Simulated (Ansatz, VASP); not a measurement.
Two plane-wave programs on MgS

```xyz
2
Lattice="0.0000 2.5950 2.5950 2.5950 0.0000 2.5950 2.5950 2.5950 0.0000" Properties=species:S:1:pos:R:3 pbc="T T T"
Mg    0.0000    0.0000    0.0000
S     2.5950    2.5950    2.5950
```

Alike in both runs: task single point; functional LDA; k mesh 6 × 6 × 6; occupations gaussian, width 0.1 eV; no spin polarisation.

|  | VASP | Ansatz |
| --- | --- | --- |
| version | VASP 6.6.1 | Ansatz 0.2.0 |
| potentials or method | VASP PAW LDA potentials, release 64 (Mg, S), cutoff 600 eV | scalar-relativistic, plane waves, PAW |
| valence electrons in the cell | 8 | 16 |

Ansatz gave:

| Property | Result |
| --- | --- |
| gap on the k mesh at the Fermi level (eV) | 2.57 |
| least direct gap on the mesh (eV) | 3.54 |
| pressure (GPa) | -2.7 |

What did VASP give for the same quantities?

gap on the k mesh at the Fermi level (eV): 2.57; least direct gap on the mesh (eV): 3.55; pressure (GPa): -3.3.

Ansatz warns that its potentials were made for another functional, while VASP's fit it. LDA's correlation is that of Perdew and Zunger in VASP and of Perdew and Wang (1992) in Ansatz. VASP's potentials hold 8 valence electrons a cell and Ansatz's 16, so a difference there can come from the potentials and not from the codes.
